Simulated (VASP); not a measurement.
GaAs: single point with PBE

Crystal: GaAs.

```
CELL_PARAMETERS angstrom
0.00000 2.90069 2.90069
2.90069 0.00000 2.90069
2.90069 2.90069 0.00000
ATOMIC_POSITIONS crystal
Ga 0.00000 0.00000 0.00000
As 0.25000 0.25000 0.25000
```

This cell differs from its parent crystal: volume changed by +3%.

```json
{"Program": "VASP 6.6.1", "Task": "single point", "Functional": "PBE", "Potentials or basis": "VASP PAW PBE potentials, release 64 (Ga_d, As)", "Cutoff": "500 eV", "k mesh": "6 × 6 × 6", "Occupations": "gaussian, width 0.01 eV", "Spin": "no spin polarisation"}
```

```yaml
Pressure: -1.4 GPa
Band_gap_on_the_k_mesh: zero (filled and empty bands touch)
```

Levels at points of the mesh, in eV from the Fermi level:
| k point | band 6 | band 7 | band 8 | band 9 | band 10 | band 11 | band 12 | band 13 |
| --- | --- | --- | --- | --- | --- | --- | --- | --- |
| (0.00, 0.00, 0.00) | -12.20 | -0.05 | 0.00 | 0.00 | 0.00 | 3.70 | 3.70 | 3.70 |
| (0.50, 0.00, 0.00) | -10.66 | -6.25 | -1.03 | -1.03 | 0.79 | 4.59 | 4.59 | 7.65 |
| (0.50, 0.50, 0.00) | -10.02 | -6.48 | -2.42 | -2.42 | 1.59 | 1.68 | 9.56 | 9.56 |

It took 16 s on 1 thread of Intel Xeon 8259CL, with other jobs on the host, peak memory 0.17 GiB.
